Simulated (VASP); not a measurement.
# Ge2Sb2Te5 (lda) (P-3m1) in VASP: notebook

Ge2Sb2Te5 (lda) is run at these levels: LDA; tasks: single point.

Everything below comes from runs of VASP 6.6.1. Logs are shortened: lines on timing, memory, paths and dates and some standing lists are left out, and cuts for length are marked.

**1. The cell of the first run**

The structure is trigonal, space group P-3m1 (No. 164). The conventional cell has a = 4.294 Å, b = 4.294 Å, c = 17.101 Å, α = 90.00°, β = 90.00°, γ = 120.00°. Ge (site symmetry 3m) has 6 Te at 3.00 to 3.04 Å within 3.9 Å. Sb (site symmetry 3m) has 6 Te at 3.01 to 3.20 Å within 4.0 Å. Te (site symmetry -3m) has 6 Ge at 3.04 Å within 4.0 Å. Within 3.9 Å of Te (site symmetry 3m) lie 3 Ge at 3.00 Å and 3 Sb at 3.20 Å. Within 4.0 Å of Te (site symmetry 3m) lie 3 Sb at 3.01 Å and 3 Te at 3.70 Å.

**2. Single point, LDA**

Contents of INCAR:

```
SYSTEM = Ge2Sb2Te5
PREC = Accurate
ENCUT = 500
EDIFF = 1E-6
ISMEAR = 0
SIGMA = 0.1
LREAL = .False.
LASPH = .True.
NELM = 120
ALGO = Normal
ISIF = 2
LWAVE = .False.
LCHARG = .True.
LELF = .True.
LVHAR = .True.
NBANDS = 44
GGA_COMPAT = .False.
```

Contents of KPOINTS:

```
regular mesh
0
Gamma
  6 6 1
  0 0 0
```

Contents of POSCAR:

```
Ge2Sb2Te5
1.0
    4.2940644200      0.0000000000      0.0000000000
   -2.1470322100      3.7187688800      0.0000000000
    0.0000000000      0.0000000000     17.1013460000
Ge Sb Te
2 2 5
Direct
    0.3333333300      0.6666666700      0.8971050000
    0.6666666700      0.3333333300      0.1028950000
    0.0000000000      0.0000000000      0.6799320000
    0.0000000000      0.0000000000      0.3200680000
    0.0000000000      0.0000000000      0.0000000000
    0.6666666700      0.3333333300      0.7984580000
    0.3333333300      0.6666666700      0.2015420000
    0.3333333300      0.6666666700      0.5801080000
    0.6666666700      0.3333333300      0.4198920000
```

Potentials or basis: VASP PAW LDA potentials, release 64 (Ge_d, Sb, Te).

Launch:

```sh
> cat potpaw_LDA.64/Ge_d/POTCAR potpaw_LDA.64/Sb/POTCAR potpaw_LDA.64/Te/POTCAR > POTCAR
> mpirun -np 1 vasp_std > vasp.out
```

OUTCAR:

```text
SYSTEM = Ge2Sb2Te5
   PREC = Accurate
   ENCUT = 500
   EDIFF = 1E-6
   ISMEAR = 0
   LREAL = .False.
   LASPH = .True.
   NELM = 120
   ISIF = 2

 ion  position               nearest neighbor table
   1  0.333  0.667  0.897-   6 3.00   6 3.00   6 3.00   5 3.04   5 3.04   5 3.04
   2  0.667  0.333  0.103-   7 3.00   7 3.00   7 3.00   5 3.04   5 3.04   5 3.04
   3  0.000  0.000  0.680-   8 3.01   8 3.01   8 3.01   6 3.20   6 3.20   6 3.20
   4  0.000  0.000  0.320-   9 3.01   9 3.01   9 3.01   7 3.20   7 3.20   7 3.20
   5  0.000  0.000  0.000-   1 3.04   2 3.04   2 3.04   1 3.04   2 3.04   1 3.04
   6  0.667  0.333  0.798-   1 3.00   1 3.00   1 3.00   3 3.20   3 3.20   3 3.20
   7  0.333  0.667  0.202-   2 3.00   2 3.00   2 3.00   4 3.20   4 3.20   4 3.20
   8  0.333  0.667  0.580-   3 3.01   3 3.01   3 3.01
   9  0.667  0.333  0.420-   4 3.01   4 3.01   4 3.01

  LATTYP: Found a hexagonal cell.
 ALAT       =     4.2940644200
 C/A-ratio  =     3.9825545980

  Lattice vectors:

 A1 = (   4.2940644200,   0.0000000000,   0.0000000000)
 A2 = (  -2.1470322100,   3.7187688800,   0.0000000000)
 A3 = (   0.0000000000,   0.0000000000,  17.1013460000)

Analysis of symmetry for initial positions (statically):
=====================================================================
 Subroutine PRICEL returns:
 Original cell was already a primitive cell.

 Routine SETGRP: Setting up the symmetry group for a
 hexagonal supercell.

 Subroutine GETGRP returns: Found 12 space group operations
 (whereof 12 operations were pure point group operations)
 out of a pool of 24 trial point group operations.

The static configuration has the point symmetry D_3d.

Analysis of symmetry for dynamics (positions and initial velocities):
=====================================================================
 Subroutine PRICEL returns:
 Original cell was already a primitive cell.

 Routine SETGRP: Setting up the symmetry group for a
 hexagonal supercell.

 Subroutine GETGRP returns: Found 12 space group operations
 (whereof 12 operations were pure point group operations)
 out of a pool of 24 trial point group operations.

The dynamic configuration has the point symmetry D_3d.

 Subroutine INISYM returns: Found 12 space group operations
 (whereof 12 operations are pure point group operations),
 and found     1 'primitive' translations

[... 97 lines left out ...]
   ISYM   =      2    0-nonsym 1-usesym 2-fastsym
   POTIM  = 0.5000    time-step for ionic-motion
   TEBEG  =    0.0;   TEEND  =   0.0 temperature during run
   PSTRESS=    0.0 pullay stress
   NELECT =      68.0000    total number of electrons
   NUPDOWN=      -1.0000    fix difference up-down
   EMIN   =  10.00;   EMAX   =-10.00  energy-range for DOS
   EFERMI =   0.00;   METHOD = LEGACY
   ISMEAR =     0;   SIGMA  =   0.10  broadening in eV -4-tet -1-fermi 0-gaus
   EFERMI_NEDOS =   21; number of points for ismear=-14 and -15
   IALGO  =     38    algorithm
   IMIX   =      4    mixing-type and parameters
     AMIX     =   0.40;   BMIX     =  1.00
     AMIX_MAG =   1.60;   BMIX_MAG =  1.00
  volume/ion in A,a.u.               =      30.34       204.76
  Fermi-wavevector in a.u.,A,eV,Ry     =   1.029940  1.946304 14.432730  1.060776
  Thomas-Fermi vector in A             =   2.164013
   LORBIT       =      0    0 simple, 1 ext, 2 COOP (PROOUT), +10 PAW based schemes
   GGA     = CA    functional components
   LHFCALC =     F    Hartree Fock is set to
   AEXX    =    0.0000 exact exchange contribution
   IVDW    =     0    specifies the selected vdW correction
   LEPSILON=     F    determine dielectric tensor
   LRPA    =     F    only Hartree local field effects (RPA)
 non-spin polarized calculation
 Gauss-broadening in eV      SIGMA  =   0.10
  energy-cutoff  :      500.00
  volume of cell :      273.09
 maximum number of plane-waves:      6950
 NGX is ok and might be reduce to    32
   NGX = 15   NGY = 15   NGZ = 63

 number of electron      67.9999982 magnetization

 Free energy of the ion-electron system (eV)
  ---------------------------------------------------
  ext. energy  EPLUGINS =         0.00000000
  ---------------------------------------------------
  free energy    TOTEN  =       -39.79341053 eV

  energy without entropy =      -39.79259975  energy(sigma->0) =      -39.79300514

 E-fermi :   6.1541     XC(G=0):  -9.6558

 val. band max:        6.0338245421   @ k =   0.0000   0.0000   0.0000
 cond. band min:       6.3067782491   @ k =   0.0000   0.0000   0.0000
 fundamental gap:      0.2729537070
 Fermi energy:         6.1541040982

 k-point     1 :       0.0000    0.0000    0.0000
  band No.  band energies     occupation
      1     -19.0057      2.00000
      2     -19.0057      2.00000
      3     -19.0051      2.00000
      4     -19.0051      2.00000
      5     -18.9998      2.00000
      6     -18.9996      2.00000
[... 318 lines left out ...]
     43       9.6172      0.00000
     44      11.0604      0.00000

------------------------ aborting loop because EDIFF is reached ----------------------------------------

  FORCE on cell =-STRESS in cart. coord.  units (eV):
  Direction    XX          YY          ZZ          XY          YZ          ZX
  --------------------------------------------------------------------------------------
  -------------------------------------------------------------------------------------
  Total       -5.6377374     -5.6377374     -5.7443208      0.0000000     -0.0000000      0.0000000
  in kB      -33.0763353    -33.0763354    -33.7016550      0.0000000     -0.0000000      0.0000000
  external PRESSURE =     -33.2847753 kB  Pullay stress =       0.0000000 kB

 VOLUME and BASIS-vectors are now :
 -----------------------------------------------------------------------------
  energy-cutoff  :      500.00
  volume of cell :      273.09
      direct lattice vectors                 reciprocal lattice vectors
     4.294064420  0.000000000  0.000000000     0.232879599  0.134453099  0.000000000
    -2.147032210  3.718768880  0.000000000     0.000000000  0.268906198  0.000000000
     0.000000000  0.000000000 17.101346000     0.000000000  0.000000000  0.058474929

 POSITION                                       TOTAL-FORCE (eV/Angst)
 -----------------------------------------------------------------------------------
     -0.00000      2.47918     15.34170        -0.000000      0.000000      0.046344
      2.14703      1.23959      1.75964         0.000000     -0.000000     -0.046344
      0.00000      0.00000     11.62775         0.000000     -0.000000      0.029739
      0.00000      0.00000      5.47359         0.000000      0.000000     -0.029739
      0.00000      0.00000      0.00000         0.000000      0.000000      0.000000
      2.14703      1.23959     13.65471        -0.000000     -0.000000      0.086180
     -0.00000      2.47918      3.44664         0.000000      0.000000     -0.086180
     -0.00000      2.47918      9.92063         0.000000      0.000000      0.160836
      2.14703      1.23959      7.18072         0.000000      0.000000     -0.160836
 -----------------------------------------------------------------------------------
    total drift:                               -0.000000      0.000000      0.000000

  FREE ENERGIE OF THE ION-ELECTRON SYSTEM (eV)
  ---------------------------------------------------
  free  energy   TOTEN  =       -39.7934105257 eV

  energy  without entropy=      -39.7925997462  energy(sigma->0) =      -39.79300514
```

stdout:

```text
POSCAR found type information on POSCAR GeSbTe
 POSCAR found :  3 types and       9 ions
 scaLAPACK will be used
 LDA part: xc-table for (Slater(with rela. corr.)+CA(PZ))
 , standard interpolation
 POSCAR, INCAR and KPOINTS ok, starting setup
 FFT: planning ... GRIDC
 FFT: planning ... GRID_SOFT
 FFT: planning ... GRID
 WAVECAR not read
 entering main loop
```

It took 3.2 min on 1 thread of Intel Xeon Platinum 8259CL at 2.50GHz (Skylake/Cascade Lake), shared host; peak memory 0.32 GiB.

Results:

| Property | Result |
| --- | --- |
| Free energy | -39.7934 eV |
| Pressure | -3.3 GPa |
| Largest force | 0.161 eV/Å |
| Band gap on the k mesh | 0.27 eV, direct |

Forces on the atoms (eV/Å):
```
Ge   0.000  0.000  0.046
Ge   0.000  0.000 -0.046
Sb   0.000  0.000  0.030
Sb   0.000  0.000 -0.030
Te   0.000  0.000  0.000
Te   0.000  0.000  0.086
Te   0.000  0.000 -0.086
Te   0.000  0.000  0.161
Te   0.000  0.000 -0.161
```

Levels at points of the mesh, in eV from the valence-band top:
| k point | band 31 | band 32 | band 33 | band 34 | band 35 | band 36 | band 37 | band 38 |
| --- | --- | --- | --- | --- | --- | --- | --- | --- |
| (0.00, 0.00, 0.00) | -1.23 | -1.19 | -0.85 | 0.00 | 0.27 | 0.27 | 0.27 | 0.92 |
| (0.50, 0.00, 0.00) | -1.60 | -1.49 | -1.30 | -0.84 | 0.44 | 0.93 | 1.03 | 1.23 |

Caveat: spin-orbit coupling is left out, which moves the levels of the heavy elements. A k mesh can miss the band edges.

**3. Single point, LDA**

This run uses another cell than the first one, of 28.28 Å³/atom, 0.932 times its volume.

Contents of INCAR:

```
SYSTEM = Ge2Sb2Te5
  PREC = Accurate
  ENCUT = 500
  EDIFF = 1E-6
  ISMEAR = 0
  SIGMA = 0.01
  LREAL = .FALSE.
  LASPH = .TRUE.
  NELM = 120
  ALGO = Normal
  ISIF = 2
  LWAVE = .FALSE.
  LCHARG = .FALSE.
  GGA = CA
  NBANDS = 44
  GGA_COMPAT = .FALSE.
```

Contents of KPOINTS:

```
Automatic mesh
0
G
  9 9 2
  0 0 0
```

Contents of POSCAR:

```
Ge2Sb2Te5
1.0
    4.1965397386      0.0000000000      0.0000000000
   -2.0982698693      3.6343100216      0.0000000000
    0.0000000000      0.0000000000     16.6887793612
Ge Sb Te
2 2 5
Direct
    0.3333333333      0.6666666667      0.8994290979
    0.6666666667      0.3333333333      0.1005709021
    0.0000000000      0.0000000000      0.6818867784
    0.0000000000      0.0000000000      0.3181132216
    0.0000000000      0.0000000000      0.0000000000
    0.6666666667      0.3333333333      0.8009917474
    0.3333333333      0.6666666667      0.1990082526
    0.3333333333      0.6666666667      0.5791086459
    0.6666666667      0.3333333333      0.4208913541
```

Potentials or basis: VASP PAW LDA potentials, release 64 (Ge_d, Sb, Te).

Launch:

```sh
> cat potpaw_LDA.64/Ge_d/POTCAR potpaw_LDA.64/Sb/POTCAR potpaw_LDA.64/Te/POTCAR > POTCAR
> mpirun -np 1 vasp_std > vasp.out
```

It took 6.2 min on 1 thread of Intel Xeon Platinum 8259CL at 2.50GHz (Skylake/Cascade Lake), shared host; peak memory 0.43 GiB.

Results (log left out):

```yaml
Free_energy: -39.9618 eV
Pressure: 0.1 GPa
Largest_force: 0.051 eV/Å
Band_gap_on_the_k_mesh: 0.04 eV, direct
```

Forces on the atoms (eV/Å):
```
Ge   0.000  0.000  0.000
Ge   0.000  0.000  0.000
Sb   0.000  0.000  0.043
Sb   0.000  0.000 -0.043
Te   0.000  0.000  0.000
Te   0.000  0.000 -0.004
Te   0.000  0.000  0.004
Te   0.000  0.000 -0.051
Te   0.000  0.000  0.051
```

Levels at points of the mesh, in eV from the valence-band top:
| k point | band 30 | band 31 | band 32 | band 33 | band 34 | band 35 | band 36 | band 37 | band 38 | band 39 |
| --- | --- | --- | --- | --- | --- | --- | --- | --- | --- | --- |
| (0.00, 0.00, 0.00) | -1.49 | -1.49 | -1.19 | -0.90 | 0.00 | 0.04 | 0.04 | 0.16 | 0.81 | 0.81 |
| (0.00, 0.00, 0.50) | -1.63 | -1.63 | -1.49 | -0.77 | -0.19 | 0.28 | 0.28 | 0.41 | 0.41 | 0.50 |

Caveat: spin-orbit coupling is left out, which moves the levels of the heavy elements.
